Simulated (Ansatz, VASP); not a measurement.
# One calculation of SiC3, two programs

```
CELL_PARAMETERS angstrom
5.61002 0.00000 0.00000
0.00000 5.61002 0.00000
0.00000 0.00000 3.05623
ATOMIC_POSITIONS crystal
Si 0.00000 0.00000 0.50000
C 0.00000 0.00000 0.00000
C 0.50000 0.50000 0.71345
C 0.50000 0.50000 0.28655
```

Alike in both runs: task relaxation of cell and atoms; functional PBE; k mesh 6 × 6 × 10; occupations gaussian, width 0.02 eV; no spin polarisation.

|  | VASP | Ansatz |
| --- | --- | --- |
| version | VASP 6.6.1 | Ansatz 0.2.0 |
| potentials or method | VASP PAW PBE potentials, release 64 (Si, C), cutoff 600 eV | scalar-relativistic, plane waves, PAW |
| valence electrons in the cell | 16 | 16 |

VASP gave:

```
gap on the k mesh at the Fermi level, each at its own relaxed structure (eV) : 1.18
relaxed volume (Å³/atom)                                                     : 24.03
relaxed length of the cell vector where the two differ most in proportion (Å)              : 3.054
```

Q: Which values does Ansatz return?

A: gap on the k mesh at the Fermi level, each at its own relaxed structure (eV): 1.15; relaxed volume (Å³/atom): 24.05; relaxed length of the cell vector where the two differ most in proportion (Å): 3.056.
